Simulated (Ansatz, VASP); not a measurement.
One calculation of SnO2, two programs

```
CELL_PARAMETERS angstrom
4.82770 0.00000 0.00000
0.00000 4.82770 0.00000
0.00000 0.00000 3.23799
ATOMIC_POSITIONS crystal
Sn 0.00000 0.00000 0.00000
Sn 0.50000 0.50000 0.50000
O 0.30661 0.30661 0.00000
O 0.19339 0.80661 0.50000
O 0.69339 0.69339 0.00000
O 0.80661 0.19339 0.50000
```

Alike in both runs: functional PBE; k mesh 6 × 6 × 8; occupations gaussian, width 0.02 eV; no spin polarisation.

Ansatz relaxed the structure, and its values are those at the end. VASP's run is a single point on that final structure, the one shown.

|  | VASP | Ansatz |
| --- | --- | --- |
| version | VASP 6.6.1 | Ansatz 0.2.0 |
| potentials or method | VASP PAW PBE potentials, release 64 (Sn_d, O), cutoff 520 eV | scalar-relativistic, plane waves, PAW |
| valence electrons in the cell | 52 | 52 |

|  | VASP | Ansatz | Ansatz less VASP |
| --- | --- | --- | --- |
| gap on the k mesh at the Fermi level (eV) | 0.67 | 0.68 | +0.012 |
| least direct gap on the mesh (eV) | 0.67 | 0.68 | +0.012 |
| pressure (GPa) | 0.6 | 0.0 | -0.61 |
| rms of the force components (eV/Å) | 0.010 | 0.002 | -0.0079 |

With one functional, cell and mesh, what is left measures potentials, basis and numerics.
